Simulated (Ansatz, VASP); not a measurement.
Two plane-wave programs on Se

INCAR

```
SYSTEM = Se
PREC = Accurate
ENCUT = 520
EDIFF = 1E-6
ISMEAR = -1
SIGMA = 0.1
LREAL = .FALSE.
LASPH = .TRUE.
NELM = 60
ALGO = Normal
ISIF = 2
LWAVE = .FALSE.
LCHARG = .FALSE.
GGA = CA
NBANDS = 9
```

File KPOINTS:

```
Automatic mesh
0
G
  13 13 13
  0 0 0
```

The input POSCAR:

```
Se
1.0
    2.7320430999      0.0000000000      0.0000000000
    0.0000000000      2.7320430999      0.0000000000
    0.0000000000      0.0000000000      2.7320430999
Se
1
Direct
    0.0000000000      0.0000000000      0.0000000000
```

Input for Ansatz:

```yaml
crystal:
  lattice:
    - [2.7320430999, 0.0, 0.0]
    - [0.0, 2.7320430999, 0.0]
    - [0.0, 0.0, 2.7320430999]
  atoms:
    - { symbol: Se, position: [0.0, 0.0, 0.0] }
hamiltonian:
  xc: lda
  pseudopotentials:
    kind: paw
    azcp:
      Se: "pseudopotentials/Se.paw.azcp"
basis:
  ecutwfc: 420
  fft_grid_basis: typed
kpoints:
  mp_grid: { grid: [13, 13, 13], shift: [0, 0, 0] }
magnetization:
  spin_polarized: false
scf:
  occupations: { method: fermi_dirac, width: 0.1 }
  lower_state_search: "off"
output:
  stress: true
```

Alike in both runs: task single point; functional LDA; k mesh 13 × 13 × 13; occupations fermi-dirac, width 0.1 eV; no spin polarisation.

|  | VASP | Ansatz |
| --- | --- | --- |
| version | VASP 6.6.1 | Ansatz 0.2.0 |
| potentials or method | VASP PAW LDA potentials, release 64 (Se), cutoff 520 eV | plane waves (420 eV) with PAW, scalar-relativistic |
| valence electrons in the cell | 6 | 16 |

|  | VASP | Ansatz | Ansatz less VASP |
| --- | --- | --- | --- |
| pressure (GPa) | 4.0 | 3.8 | -0.24 |

Ansatz warns that its potentials were made for another functional, while VASP's fit it. LDA's correlation is that of Perdew and Zunger in VASP and of Perdew and Wang (1992) in Ansatz. VASP's potentials hold 6 valence electrons a cell and Ansatz's 16, so a difference there can come from the potentials and not from the codes.
